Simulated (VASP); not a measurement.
Runs of VASP 6.6.1 on Br. The structure is that of space group P6/mmm (No. 191), or close to it. The cells are those of the table. 

| task | cell | k mesh | cutoff (eV) | gap on the mesh (eV) | pressure (GPa) | relaxed volume (Å³/atom) |
| --- | --- | --- | --- | --- | --- | --- |
| relaxation of cell and atoms | relaxed from a = 3.957, b = 3.957, c = 2.597 Å, angles 90.0, 90.0, 120.0°, 1 atom | 12 × 12 × 16 | 600 | none | 0.0 | (a) |
| single point | a = 3.957, b = 3.957, c = 2.597 Å, angles 90.0, 90.0, 120.0°, 1 atom | 15 × 15 × 14 | 520 | none | 0.0 | - |
| single point | a = 4.291, b = 4.291, c = 2.550 Å, angles 90.0, 90.0, 120.0°, 1 atom | 12 × 12 × 16 | 520 | none | 0.0 | - |
| relaxation of cell and atoms | relaxed from a = 3.414, b = 3.414, c = 3.190 Å, angles 90.0, 90.0, 120.0°, 1 atom | 15 × 15 × 14 | 600 | none | 0.0 | 35.14 |
| single point | a = 3.414, b = 3.414, c = 3.190 Å, angles 90.0, 90.0, 120.0°, 1 atom | 6 × 6 × 6 | 520 | none | -2.9 | - |

Alike in all rows: level PBE; potentials or basis VASP PAW PBE potentials, release 64 (Br); no spin polarisation; smearing gaussian 0.1 eV.

Problem. Estimate the missing entries.

Solution. (a) 40.23.

Caveats: an odd number of electrons without spin polarisation forces a metal; a magnetic or distorted state may lie lower; a cell axis changed by over 15 % at a fixed basis, so the end point is rough (at least some runs).

A k mesh can miss the band edges, and the runs leave out spin-orbit coupling on Br.

A gap of «none» marks levels without a gap at the run's occupations.
